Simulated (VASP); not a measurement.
Si, 4 atoms in the cell. Symmetry: P6_3/mmc, No. 194, hexagonal system. The conventional cell has a = 3.834 Å, b = 3.834 Å, c = 6.262 Å, α = 90.00°, β = 90.00°, γ = 120.00°. Si (site symmetry 3m) has 4 Si at 2.34 to 2.35 Å within 3.1 Å.  This cell differs from its parent crystal: strained cell.

- Program: VASP 6.6.1
- Task: relaxation of the atoms
- Functional: PBEsol
- Potentials or basis: VASP PAW PBE potentials, release 64 (Si)
- Cutoff: 450 eV
- k mesh: 9 × 9 × 6
- Occupations: gaussian, width 0.01 eV
- Spin: no spin polarisation
- Dipole correction: no
- Further INCAR settings: ALGO = Normal; EDIFF = 1e-07; IBRION = 2; EDIFFG = -0.002; NSW = 60

Potentials or basis: VASP PAW PBE potentials, release 64 (Si).

Run with:

```bash
$ cat potpaw_PBE.64/Si/POTCAR > POTCAR
$ mpirun -np 1 vasp_std > vasp.out
```

Hardware: 1 thread of Intel Xeon 8259CL, with other jobs on the host.

Task: How long does it take, and how much memory?

Result: Run time: 110 s on 1 thread of Intel Xeon 8259CL, with other jobs on the host, peak memory 0.19 GiB. Counts: scf iterations 25, k points 48, ion steps 3.
